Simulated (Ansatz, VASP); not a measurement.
One calculation of Br, two programs

File POSCAR:

```
Br
1.0
    0.0000000000      2.5535098143      2.5535098143
    2.5535098143      0.0000000000      2.5535098143
    2.5535098143      2.5535098143      0.0000000000
Br
1
Direct
    0.0000000000      0.0000000000      0.0000000000
```

Contents of INCAR.step1:

```
SYSTEM = Br
ALGO = Normal ; EDIFF = 1E-4
ENCUT = 520 ; GGA = PE
ISMEAR = 0 ; LASPH = .TRUE.
LCHARG = .FALSE. ; LREAL = .FALSE.
LWAVE = .TRUE. ; NBANDS = 10
NELM = 100 ; PREC = Accurate
SIGMA = 0.1
```

Contents of INCAR.step2:

```
SYSTEM = Br
ALGO = Normal ; EDIFF = 1E-7
ENCUT = 520 ; ISIF = 2
ISMEAR = 0 ; ISTART = 1
LASPH = .TRUE. ; LCHARG = .FALSE.
LMIXTAU = .TRUE. ; LREAL = .FALSE.
LWAVE = .FALSE. ; METAGGA = R2SCAN
NBANDS = 10 ; NELM = 100
PREC = Accurate ; SIGMA = 0.1
```

The input KPOINTS:

```
k-points
0
G
  6 6 6
  0 0 0
```

Input for Ansatz:

```yaml
crystal:
  lattice:
    - [0.0, 2.5535098143, 2.5535098143]
    - [2.5535098143, 0.0, 2.5535098143]
    - [2.5535098143, 2.5535098143, 0.0]
  atoms:
    - { symbol: Br, position: [0.0, 0.0, 0.0] }
basis:
  ecutwfc: 500
kpoints:
  mp_grid: { grid: [6, 6, 6] }
hamiltonian:
  xc: r2scan
scf:
  occupations: { method: gaussian, width: 0.1 }
  lower_state_search: "off"
output:
  forces: true
  stress: true
  eigenvalues: true
```

Alike in both runs: task single point; functional r2SCAN; k mesh 6 × 6 × 6; occupations gaussian, width 0.1 eV; no spin polarisation.

|  | VASP | Ansatz |
| --- | --- | --- |
| version | VASP 6.6.1 | Ansatz 0.2.0 |
| potentials or method | VASP PAW PBE potentials, release 64 (Br), cutoff 520 eV | scalar-relativistic, plane waves, PAW |
| valence electrons in the cell | 7 | 7 |

```csv
,VASP,Ansatz,Ansatz less VASP
gap on the k mesh at the Fermi level (eV),none,none,-
pressure (GPa),-4.3,-4.3,+0.01
```

VASP's potentials were made for PBE, not for r2SCAN. A gap of «none» marks a metal or a gap that the smearing closes.
